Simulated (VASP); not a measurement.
Wanted: the native input for a VASP 6.6.1 run.

```
Task                   : single point
Functional             : PBE
Potentials or basis    : VASP PAW PBE potentials, release 64 (Ca_sv, B)
Cutoff                 : 520 eV
k mesh                 : 8 × 8 × 8
Occupations            : gaussian, width 0.01 eV
Spin                   : no spin polarisation
Dipole correction      : no
Further INCAR settings : ALGO = Normal; EDIFF = 1e-07; NBANDS = 23
```

The structure of CaB6 lies in POSCAR:

```
CaB6
1.0
    4.1888017831      0.0000000000      0.0000000000
    0.0000000000      4.1888017831      0.0000000000
    0.0000000000      0.0000000000      4.1888017831
Ca B
1 6
Direct
    0.5000000000      0.5000000000      0.5000000000
    0.0000000000      0.0000000000      0.2976422994
    0.0000000000      0.0000000000      0.7023577006
    0.2976422994      0.0000000000      0.0000000000
    0.7023577006      0.0000000000      0.0000000000
    0.0000000000      0.2976422994      0.0000000000
    0.0000000000      0.7023577006      0.0000000000
```

The input as run:

INCAR

```
SYSTEM = CaB6
ALGO = Normal
EDIFF = 1E-7
ENCUT = 520
GGA = PE
ISIF = 2
ISMEAR = 0
LASPH = .TRUE.
LCHARG = .FALSE.
LREAL = .FALSE.
LWAVE = .FALSE.
NBANDS = 23
NELM = 100
PREC = Accurate
SIGMA = 0.01
```

KPOINTS

```
k-points
0
G
  8 8 8
  0 0 0
```

Potentials or basis: VASP PAW PBE potentials, release 64 (Ca_sv, B).

Command:

```console
$ cat potpaw_PBE.64/Ca_sv/POTCAR potpaw_PBE.64/B/POTCAR > POTCAR
$ mpirun -np 1 vasp_std > vasp.out
```

Results of the run:

* Pressure: -4.1 GPa
* Largest force: 0.015 eV/Å
* Band gap on the k mesh: 0.06 eV

Caveat: the cell stands under tension.

Run time: 29 s on 1 thread of AMD EPYC 9R45 96-Core Processor (Zen 5), on a shared host, peak memory 0.17 GiB.
